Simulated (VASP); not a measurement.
Wanted: the native input for a VASP 6.6.1 run.

```
Task                   : relaxation of cell and atoms
Functional             : PBE
Potentials or basis    : VASP PAW PBE potentials, release 64 (Au, Cl)
Cutoff                 : 600 eV
k mesh                 : 6 × 6 × 4
Occupations            : gaussian, width 0.1 eV
Spin                   : no spin polarisation
Dipole correction      : no
Further INCAR settings : ALGO = Normal; EDIFF = 1e-07; IBRION = 2; EDIFFG = -0.04; NSW = 90; ISIF = 3
```

The structure of Au2Cl3 lies in POSCAR:

```
Au2Cl3
1.0
    4.3640023320      0.0000000000      0.0000000000
   -2.1820011660      3.7793368817      0.0000000000
    0.0000000000      0.0000000000      6.7896787551
Au Cl
2 3
Direct
    0.3333333333      0.6666666667      0.2450000000
    0.6666666667      0.3333333333      0.7550000000
    0.0000000000      0.0000000000      0.0000000000
    0.3333333333      0.6666666667      0.6450000000
    0.6666666667      0.3333333333      0.3550000000
```

These files were run (other wordings do the same):

INCAR

```
PREC = Accurate
ENCUT = 600
EDIFF = 1E-7
ISMEAR = 0
SIGMA = 0.1
LREAL = False
LASPH = True
NELM = 80
ALGO = Normal
ISIF = 3
LWAVE = False
LCHARG = False
GGA = PE
IBRION = 2
NSW = 90
EDIFFG = -0.04
```

KPOINTS

```
regular mesh
0
Gamma
  6 6 4
```

Potentials or basis: VASP PAW PBE potentials, release 64 (Au, Cl).

Launch:

```bash
$ cat potpaw_PBE.64/Au/POTCAR potpaw_PBE.64/Cl/POTCAR > POTCAR
$ mpirun -np 1 vasp_std > vasp.out
```

Results of the run:

```yaml
Relaxed_volume: 24.53 Å³/atom
Relaxed_cell: a = 4.072 Å, b = 4.072 Å, c = 8.538 Å, α = 90.00°, β = 90.00°, γ = 120.00°
Space_group_after_relaxing_to_0.1_Å: P-3m1 (No. 164)
Energy_gained_by_relaxing: 180.4 meV/atom
Ionic_steps: 14
Pressure_after_relaxing: 0.0 GPa
Largest_force_after_relaxing: 0.024 eV/Å
Band_gap_on_the_k_mesh: zero (an odd number of electrons rules out a gap without spin polarisation)
```

Caveat: a cell axis changed by over 15 % at a fixed basis, so the end point is rough; spin-orbit coupling is left out, which moves the levels of the heavy elements; an odd number of electrons without spin polarisation forces a metal; a magnetic or distorted state may lie lower.

Run time: 12 min on 1 thread of AMD EPYC 7R13 Processor (Zen 3) (shared host), peak memory 0.25 GiB.
